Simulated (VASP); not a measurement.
# SiW8C8Cl4 in VASP: single point with PBEsol

Aim: the single point of SiW8C8Cl4 with PBEsol.

Program: VASP 6.6.1. These are calculated values, not measurements. Logs are shortened: lines on timing, memory, paths and dates and some standing lists are left out, and cuts for length are marked.

**1. The cell of the first run**

The cell holds a slab with vacuum, 21 atoms: a = 5.706 Å, b = 5.706 Å, c = 20.200 Å, α = 90.00°, β = 90.00°, γ = 120.00°.

**2. Single point, PBEsol**

Input file INCAR:

```
SYSTEM = SiW8C8Cl4
ALGO = Normal
EDIFF = 1E-7
ENCUT = 520
GGA = PS
ISIF = 2
ISMEAR = -1
LASPH = .True.
LCHARG = .False.
LREAL = Auto
LWAVE = .False.
NBANDS = 104
NELM = 80
PREC = Accurate
SIGMA = 0.15
```

Input file KPOINTS:

```
k-points
0
Gamma
  3 3 1
  0 0 0
```

Input file POSCAR:

```
SiW8C8Cl4
1.0
    5.7058800000      0.0000000000      0.0000000000
   -2.8529400000      4.9414370000      0.0000000000
    0.0000000000      0.0000000000     20.2001350000
W C Si Cl
8 8 1 4
Direct
    0.0000000000      0.0000000000      0.0495046196
    0.0004349014      0.0003440295      0.1933006883
   -0.0000071297      0.4999962561      0.0495046196
   -0.0003771558      0.5000974413      0.1933254406
    0.4999929897      0.0000000000      0.0495046196
    0.4998478928     -0.0004654516      0.1933105893
    0.5000033858      0.4999962561      0.0495046196
    0.4999932673      0.4999760191      0.1938452392
    0.3336486702      0.1665507422      0.1086725410
    0.3313369148      0.1673602234      0.2502111991
    0.3328716645      0.6663041540      0.1086824420
    0.3362726392      0.6689349677      0.2501715954
    0.8332689225      0.1666114533      0.1081675939
    0.8335001954      0.1667935866      0.2490329891
    0.8334372453      0.6671338722      0.1086774915
    0.8324909435      0.6637340515      0.2502062486
    0.1750410092      0.8369832500      0.3675519990
    0.5452720431      1.1091915166      0.3568342489
   -0.0974568033      0.9347280963      0.3567995956
    0.0766275253      0.4666861077      0.3566114781
    0.1746256183      0.8365380354      0.4731453527
```

Potentials or basis: VASP PAW PBE potentials, release 64 (W_sv, C, Si, Cl).

Started as:

```bash
$ cat potpaw_PBE.64/W_sv/POTCAR potpaw_PBE.64/C/POTCAR potpaw_PBE.64/Si/POTCAR potpaw_PBE.64/Cl/POTCAR > POTCAR
$ mpirun -np 1 vasp_std > vasp.out
```

OUTCAR:

```text
SYSTEM = SiW8C8Cl4
   EDIFF = 1E-7
   ENCUT = 520
   GGA = PS
   ISIF = 2
   ISMEAR = -1
   LASPH = .True.
   LREAL = Auto
   NELM = 80
   PREC = Accurate

 ion  position               nearest neighbor table
   1  0.000  0.000  0.050-  13 2.03  15 2.03   9 2.04   5 2.85   7 2.85   3 2.85   3 2.85   7 2.85
                             5 2.85   2 2.90
   2  0.000  0.000  0.193-  14 2.00  10 2.00  16 2.02  15 2.37   9 2.37  13 2.38   8 2.85   6 2.85
                             4 2.85   4 2.85   6 2.85   8 2.86   1 2.90
   3  1.000  0.500  0.050-  13 2.03  11 2.03  15 2.04   7 2.85   5 2.85   1 2.85   1 2.85   5 2.85
                             7 2.85   4 2.91
   4  1.000  0.500  0.193-  14 1.99  16 2.00  12 2.02  15 2.37  11 2.37  13 2.38   8 2.85   6 2.85
                             2 2.85   2 2.85   6 2.85   8 2.86   3 2.91
   5  0.500  0.000  0.050-  13 2.03   9 2.03  11 2.04   7 2.85   1 2.85   3 2.85   3 2.85   1 2.85
                             7 2.85   6 2.90
   6  0.500  1.000  0.193-  14 2.00  12 2.00  10 2.02  11 2.37   9 2.37  13 2.38   8 2.85   2 2.85
                             4 2.85   4 2.85   2 2.85   8 2.86   5 2.90
   7  0.500  0.500  0.050-   9 2.04  15 2.04  11 2.04   3 2.85   5 2.85   1 2.85   1 2.85   5 2.85
                             3 2.85   8 2.92
   8  0.500  0.500  0.194-  16 2.00  12 2.00  10 2.00  11 2.38  15 2.38   9 2.38   4 2.85   2 2.85
                             6 2.85   6 2.86   2 2.86   4 2.86   7 2.92
   9  0.334  0.167  0.109-   5 2.03   7 2.04   1 2.04   2 2.37   6 2.37   8 2.38
  10  0.331  0.167  0.250-   2 2.00   8 2.00   6 2.02
  11  0.333  0.666  0.109-   3 2.03   7 2.04   5 2.04   6 2.37   4 2.37   8 2.38
  12  0.336  0.669  0.250-   6 2.00   8 2.00   4 2.02
  13  0.833  0.167  0.108-   5 2.03   1 2.03   3 2.03   2 2.38   6 2.38   4 2.38
  14  0.834  0.167  0.249-   4 1.99   2 2.00   6 2.00
  15  0.833  0.667  0.109-   1 2.03   7 2.04   3 2.04   2 2.37   4 2.37   8 2.38
  16  0.832  0.664  0.250-   4 2.00   8 2.00   2 2.02
  17  0.175  0.837  0.368-  18 1.91  20 1.91  19 1.91  21 2.13
  18  0.545  0.109  0.357-  17 1.91
  19  0.903  0.935  0.357-  17 1.91
  20  0.077  0.467  0.357-  17 1.91
  21  0.175  0.837  0.473-  17 2.13

  LATTYP: Found a hexagonal cell.
 ALAT       =     5.7058800000
 C/A-ratio  =     3.5402313053

  Lattice vectors:

 A1 = (   5.7058800000,   0.0000000000,   0.0000000000)
 A2 = (  -2.8529400000,   4.9414370000,   0.0000000000)
 A3 = (   0.0000000000,   0.0000000000,  20.2001350000)

Analysis of symmetry for initial positions (statically):
=====================================================================
 Subroutine PRICEL returns:
 Original cell was already a primitive cell.

 Routine SETGRP: Setting up the symmetry group for a
 hexagonal supercell.

 Subroutine GETGRP returns: Found  1 space group operations
 (whereof  1 operations were pure point group operations)
 out of a pool of 24 trial point group operations.

The static configuration has the point symmetry C_1 .

Analysis of symmetry for dynamics (positions and initial velocities):
=====================================================================
 Subroutine PRICEL returns:
 Original cell was already a primitive cell.

 Routine SETGRP: Setting up the symmetry group for a
 hexagonal supercell.

 Subroutine GETGRP returns: Found  1 space group operations
 (whereof  1 operations were pure point group operations)
 out of a pool of 24 trial point group operations.

The dynamic configuration has the point symmetry C_1 .

 Subroutine INISYM returns: Found  1 space group operations
 (whereof  1 operations are pure point group operations),
 and found     1 'primitive' translations

----------------------------------------------------------------------------------------

                                     Primitive cell

  volume of cell :     569.5478

  direct lattice vectors                    reciprocal lattice vectors
     5.705880000  0.000000000  0.000000000     0.175257804  0.101185141  0.000000000
    -2.852940000  4.941437000  0.000000000     0.000000000  0.202370282  0.000000000
     0.000000000  0.000000000 20.200135000     0.000000000  0.000000000  0.049504620

  length of vectors
     5.705880000  5.705879973 20.200135000     0.202370281  0.202370282  0.049504620

  position of ions in fractional coordinates (direct lattice)
     0.000000000  0.000000000  0.049504620
     0.000434901  0.000344029  0.193300688
     0.999992870  0.499996256  0.049504620
     0.999622844  0.500097441  0.193325441
     0.499992990  0.000000000  0.049504620
     0.499847893  0.999534548  0.193310589
[... 13 lines left out ...]
     0.076627525  0.466686108  0.356611478
     0.174625618  0.836538035  0.473145353

  ion indices of the primitive-cell ions
   primitive index   ion index
                 1           1
                 2           2
                 3           3
                 4           4
                 5           5
                 6           6
[... 13 lines left out ...]
                20          20
                21          21

----------------------------------------------------------------------------------------

 KPOINTS: k-points

Automatic generation of k-mesh.
 Grid dimensions read from file:
 generate k-points for:    3    3    1

 Generating k-lattice:

  Cartesian coordinates                     Fractional coordinates (reciprocal lattice)
     0.058419268  0.033728380  0.000000000     0.333333333  0.000000000  0.000000000
     0.000000000  0.067456761  0.000000000     0.000000000  0.333333333  0.000000000
     0.000000000  0.000000000  0.049504620     0.000000000  0.000000000  1.000000000

  Length of vectors
     0.067456760  0.067456761  0.049504620

  Shift w.r.t. Gamma in fractional coordinates (k-lattice)
     0.000000000  0.000000000  0.000000000

 Subroutine IBZKPT returns following result:
 ===========================================

 Found      5 irreducible k-points:

 Following reciprocal coordinates:
            Coordinates               Weight
  0.000000  0.000000  0.000000      1.000000
  0.333333  0.000000  0.000000      2.000000
  0.000000  0.333333  0.000000      2.000000
 -0.333333  0.333333  0.000000      2.000000
  0.333333  0.333333  0.000000      2.000000
   k-points           NKPTS =      5   k-points in BZ     NKDIM =      5   number of bands    NBANDS=    104
   number of dos      NEDOS =    301   number of ions     NIONS =     21
   total plane-waves  NPLWV = 264600
   dimension x,y,z NGX =    42 NGY =   42 NGZ =  150
   dimension x,y,z NGXF=    84 NGYF=   84 NGZF=  300
   ions per type =               8   8   1   4
   NGX,Y,Z   is equivalent  to a cutoff of  12.24, 12.24, 12.34 a.u.
   NGXF,Y,Z  is equivalent  to a cutoff of  24.47, 24.47, 24.69 a.u.
 SYSTEM =  SiW8C8Cl4
   PREC   = accura    normal or accurate (medium, high low for compatibility)
   ISTART =      0    job   : 0-new  1-cont  2-samecut
   ICHARG =      2    charge: 1-file 2-atom 10-const
   ISPIN  =      1    spin polarized calculation?
   LNONCOLLINEAR =      F non collinear calculations
   LSORBIT =      F    spin-orbit coupling
   LASPH  =      T    aspherical Exc in radial PAW
   ENCUT  =  520.0 eV  38.22 Ry    6.18 a.u.  10.61 10.61 37.56*2*pi/ulx,y,z
   NELM   =     80;   NELMIN=  2; NELMDL= -5     # of ELM steps
   EDIFF  = 0.1E-06   stopping-criterion for ELM
   LREAL  =      T    real-space projection
   EDIFFG = 0.1E-05   stopping-criterion for IOM
   NSW    =      0    number of steps for IOM
   IBRION =     -1    ionic relax: 0-MD 1-quasi-New 2-CG
   NFREE  =      0    steps in history (QN), initial steepest desc. (CG)
   ISIF   =      2    stress and relaxation
   ISYM   =      2    0-nonsym 1-usesym 2-fastsym
   POTIM  = 0.5000    time-step for ionic-motion
   TEBEG  =    0.0;   TEEND  =   0.0 temperature during run
   PSTRESS=    0.0 pullay stress
   NELECT =     176.0000    total number of electrons
   NUPDOWN=      -1.0000    fix difference up-down
   EMIN   =  10.00;   EMAX   =-10.00  energy-range for DOS
   EFERMI =   0.00;   METHOD = LEGACY
   ISMEAR =    -1;   SIGMA  =   0.15  broadening in eV -4-tet -1-fermi 0-gaus
   EFERMI_NEDOS =   21; number of points for ismear=-14 and -15
   IALGO  =     38    algorithm
   IMIX   =      4    mixing-type and parameters
     AMIX     =   0.40;   BMIX     =  1.00
     AMIX_MAG =   1.60;   BMIX_MAG =  1.00
  volume/ion in A,a.u.               =      27.12       183.02
  Fermi-wavevector in a.u.,A,eV,Ry     =   1.106800  2.091548 16.667210  1.225005
  Thomas-Fermi vector in A             =   2.243305
   LORBIT       =      0    0 simple, 1 ext, 2 COOP (PROOUT), +10 PAW based schemes
   GGA     = PS    functional components
   LHFCALC =     F    Hartree Fock is set to
   AEXX    =    0.0000 exact exchange contribution
   IVDW    =     0    specifies the selected vdW correction
   LEPSILON=     F    determine dielectric tensor
   LRPA    =     F    only Hartree local field effects (RPA)
 non-spin polarized calculation
  energy-cutoff  :      520.00
  volume of cell :      569.55
 maximum number of plane-waves:     15354
 NGX is ok and might be reduce to    42
   NGX = 21   NGY = 21   NGZ = 75

 number of electron     175.9999999 magnetization

 Free energy of the ion-electron system (eV)
  ---------------------------------------------------
  ext. energy  EPLUGINS =         0.00000000
  ---------------------------------------------------
  free energy    TOTEN  =      -187.82783739 eV

  energy without entropy =     -187.43330924  energy(sigma->0) =     -187.63057332

 E-fermi :   0.8982     XC(G=0):  -6.5925

 val. band max:        0.5194771461   @ k =   0.3333   0.3333   0.0000
 cond. band min:       0.9891548127   @ k =   0.0000   0.3333   0.0000
 fundamental gap:      0.4696776665
 Fermi energy:         0.8981732811

 k-point     1 :       0.0000    0.0000    0.0000
  band No.  band energies     occupation
      1     -73.0252      2.00000
      2     -72.9582      2.00000
      3     -72.9315      2.00000
      4     -72.9305      2.00000
      5     -72.7857      2.00000
      6     -72.7135      2.00000
[... 504 lines left out ...]
     99       3.2892      0.00000
    100       3.5380      0.00000
 [bands above 100 left out]

------------------------ aborting loop because EDIFF is reached ----------------------------------------

  FORCE on cell =-STRESS in cart. coord.  units (eV):
  Direction    XX          YY          ZZ          XY          YZ          ZX
  --------------------------------------------------------------------------------------
  -------------------------------------------------------------------------------------
  Total       33.7623798     33.7380062     14.1378690      0.0770931      0.1038187      0.2515210
  in kB       94.9759104     94.9073457     39.7708036      0.2168682      0.2920493      0.7075461
  external PRESSURE =      76.5513532 kB  Pullay stress =       0.0000000 kB

 VOLUME and BASIS-vectors are now :
 -----------------------------------------------------------------------------
  energy-cutoff  :      520.00
  volume of cell :      569.55
      direct lattice vectors                 reciprocal lattice vectors
     5.705880000  0.000000000  0.000000000     0.175257804  0.101185141  0.000000000
    -2.852940000  4.941437000  0.000000000     0.000000000  0.202370282  0.000000000
     0.000000000  0.000000000 20.200135000     0.000000000  0.000000000  0.049504620

 POSITION                                       TOTAL-FORCE (eV/Angst)
 -----------------------------------------------------------------------------------
      0.00000      0.00000      1.00000         0.041198     -0.061036     -1.629024
      0.00150      0.00170      3.90470         0.117227      0.006583     -1.816109
      4.27938      2.47070      1.00000         0.030280      0.068502     -1.621367
      4.27698      2.47120      3.90520        -0.094570      0.102248     -1.806781
      2.85290      0.00000      1.00000        -0.068482     -0.010024     -1.628519
      0.00046      4.93914      3.90490        -0.077188     -0.102069     -1.823324
[... 13 lines left out ...]
     -0.89420      2.30610      7.20360         1.777430     -1.373899      0.414002
     -1.39020      4.13370      9.55760         0.007447     -0.004083     -0.072226
 -----------------------------------------------------------------------------------
    total drift:                                0.000872     -0.001330      0.000600

  FREE ENERGIE OF THE ION-ELECTRON SYSTEM (eV)
  ---------------------------------------------------
  free  energy   TOTEN  =      -187.8278373945 eV

  energy  without entropy=     -187.4333092363  energy(sigma->0) =     -187.63057332
```

It took 11 min on 1 thread of Intel Xeon Platinum 8488C (Sapphire Rapids), shared host; peak memory 0.66 GiB.

Results:

* Free energy: -187.8278 eV
* Largest force: 3.863 eV/Å
* Band gap on the k mesh: zero (bands 88 and 89 overlap by 0.91 eV)

Forces on the atoms (eV/Å):
```
W    0.041 -0.061 -1.629
W    0.117  0.007 -1.816
W    0.030  0.069 -1.621
W   -0.095  0.102 -1.807
W   -0.068 -0.010 -1.629
W   -0.077 -0.102 -1.823
W   -0.004 -0.001 -1.476
W    0.006 -0.013 -1.218
C    0.002 -0.014  2.653
C   -0.006 -0.026 -0.659
C   -0.017  0.003  2.643
C   -0.021  0.015 -0.624
C   -0.003 -0.001  2.787
C   -0.015  0.006 -0.895
C    0.011  0.010  2.646
C    0.023 -0.017 -0.649
Si  -0.002  0.030  3.863
Cl   0.346  2.242  0.460
Cl  -2.052 -0.860  0.453
Cl   1.777 -1.374  0.414
Cl   0.007 -0.004 -0.072
```

Caveat: the k points lie up to 0.42 Å⁻¹ apart, too coarse for converged energies and pressures of a metal; there is no dipole correction, which matters where the two faces differ; the PAW data sets were made with another functional, which shifts forces and pressure a little; spin-orbit coupling is left out, which moves the levels of the heavy elements.

The gap in the log of VASP goes by the Fermi energy; the results here count the filled bands.